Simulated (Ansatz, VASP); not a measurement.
InSe: VASP beside Ansatz

INCAR

```
  PREC = Accurate
  ENCUT = 520
  EDIFF = 1E-6
  ISMEAR = -1
  SIGMA = 0.02
  LREAL = False
  LASPH = True
  NELM = 100
  ALGO = Normal
  ISIF = 2
  LWAVE = False
  LCHARG = False
  GGA = PS
  NBANDS = 27
```

The input KPOINTS:

```
regular mesh
0
Gamma
  7 7 6
```

POSCAR

```
InSe
1.0
    5.8679026766     -2.0550000000      0.0000000000
    5.8679026766      2.0550000000      0.0000000000
   -1.5994156962      0.0000000000      4.3668929705
In Se
2 2
Direct
    0.8840000000      0.8840000000      0.0050000000
    0.1160000000      0.1160000000      0.9950000000
    0.6600000000      0.6600000000      0.6420000000
    0.3400000000      0.3400000000      0.3580000000
```

Input for Ansatz:

```yaml
crystal:
  lattice:
    - [5.8679026766, -2.055, 0.0]
    - [5.8679026766, 2.055, 0.0]
    - [-1.5994156962, 0.0, 4.3668929705]
  atoms:
    - { symbol: In, position: [0.884, 0.884, 0.005] }
    - { symbol: In, position: [0.116, 0.116, 0.995] }
    - { symbol: Se, position: [0.66, 0.66, 0.642] }
    - { symbol: Se, position: [0.34, 0.34, 0.358] }
kpoints:
  mp_grid: { grid: [7, 7, 6] }
  band_path:
    path:
      - [0.0, 0.0, 0.0]
      - [-0.2847749736, 0.2847749736, 0.0]
      - [-0.7152250264, -0.2847749736, 0.0]
      - [-0.5, -0.5, 0.0]
      - [0.0, 0.0, 0.0]
      - [-0.5, -0.5, 0.5]
      - [-0.7454055669, -0.2545944331, 0.5]
      - [-0.2545944331, 0.2545944331, 0.5]
      - [0.0, 0.0, 0.5]
    npoints: 5
scf:
  occupations: { method: fermi_dirac, width: 0.02 }
hamiltonian:
  xc: pbesol
  pseudopotentials: { kind: all_electron, lapw: { basis_error: 0.0005 } }
output:
  forces: true
  stress: true
  eigenvalues: true
```

Change from the starting cell: zz strain of +1 %.

Alike in both runs: task single point; functional PBEsol; k mesh 7 × 7 × 6; occupations fermi-dirac, width 0.02 eV; no spin polarisation.

|  | VASP | Ansatz |
| --- | --- | --- |
| version | VASP 6.6.1 | Ansatz 0.2.0 |
| potentials or method | VASP PAW PBE potentials, release 64 (In_d, Se), cutoff 520 eV | all-electron LAPW, scalar-relativistic |

```tsv
	VASP	Ansatz	Ansatz less VASP
gap on the k mesh at the Fermi level (eV)	0.89	0.90	+0.005
pressure (GPa)	-0.6	-0.6	-0.07
traceless stress, the component that is largest in VASP (GPa)	2.02	2.01	-0.005
rms of the force components (eV/Å)	0.361	0.362	+0.0013
```

VASP's potentials were made for PBE, not for PBEsol. Atom by atom the forces differ by 0.009 eV/Å (rms over components). Ansatz ran all-electron here, and VASP with PAW potentials.
